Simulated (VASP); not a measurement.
Write the native input for VASP 6.6.1 that does the following.

```
Task                   : single point
Functional             : PBEsol
Potentials or basis    : VASP PAW PBE potentials, release 64 (N, Ta_pv)
Cutoff                 : 520 eV
k mesh                 : 12 × 6 × 1
Occupations            : gaussian, width 0.1 eV
Spin                   : no spin polarisation
Dipole correction      : yes
Further INCAR settings : LREAL = Auto; ALGO = Fast; EDIFF = 1e-07; NBANDS = 96; ISYM = 0
```

The structure of TaN lies in POSCAR:

```
TaN
1.0
    2.9239890447      0.0000000000      0.0000000000
   -1.4619945224      6.2750771106      0.0000000000
    0.0000000000      0.0000000000     25.6191739805
N Ta
10 10
Direct
    0.7997184890      0.5994934693      0.3007375851
    0.5769909727      0.1540552092      0.3388408587
    0.3717360026      0.7435649070      0.3834179814
    0.1630983212      0.3262457567      0.4273943861
    0.9533141131      0.9066619668      0.4737964174
    0.7444212219      0.4888727542      0.5186299535
    0.5363108690      0.0726110081      0.5633322914
    0.3246330075      0.6492513885      0.6093370705
    0.1179532317      0.2357465964      0.6552821705
    0.9113627991      0.8222777252      0.6954881677
    0.4219687746      0.8440597283      0.3033911600
    0.2105133335      0.4211546752      0.3421303861
    0.0042613944      0.0085890729      0.3915158803
    0.7939770285      0.5880046773      0.4350171183
    0.5859103292      0.1718551794      0.4810807230
    0.3754046145      0.7508356156      0.5257862745
    0.1676614060      0.3353268632      0.5721876632
    0.9585211326      0.9169962255      0.6154026634
    0.7504790023      0.5010175742      0.6640604750
    0.5278554576      0.0555626090      0.7031707737
```

The input as run:

INCAR

```
  PREC = Accurate
  ENCUT = 520
  EDIFF = 1E-7
  ISMEAR = 0
  SIGMA = 0.1
  LREAL = Auto
  LASPH = True
  NELM = 60
  ALGO = Fast
  ISIF = 2
  LWAVE = False
  LCHARG = True
  LDIPOL = True
  IDIPOL = 3
  DIPOL = 0.5 0.5 0.500
  GGA = PS
  LELF = True
  LVHAR = True
  LVACPOTAV = True
  NBANDS = 96
  ISYM = 0
```

KPOINTS

```
Automatic mesh
0
Gamma
  12 6 1
```

Potentials or basis: VASP PAW PBE potentials, release 64 (N, Ta_pv).

Command:

```sh
$ cat potpaw_PBE.64/N/POTCAR potpaw_PBE.64/Ta_pv/POTCAR > POTCAR
$ mpirun -np 1 vasp_std > vasp.out
```

It gave:

```
Largest force          : 0.057 eV/Å
Band gap on the k mesh : zero (bands 80 and 81 overlap by 0.69 eV)
```

Caveat: the PAW data sets were made with another functional, which shifts forces and pressure a little; spin-orbit coupling is left out, which moves the levels of the heavy elements.

Wall time 2.1 h on 1 thread of Oxide Virtual Turin-like Processor, with other jobs on the host, peak memory 1.1 GiB.
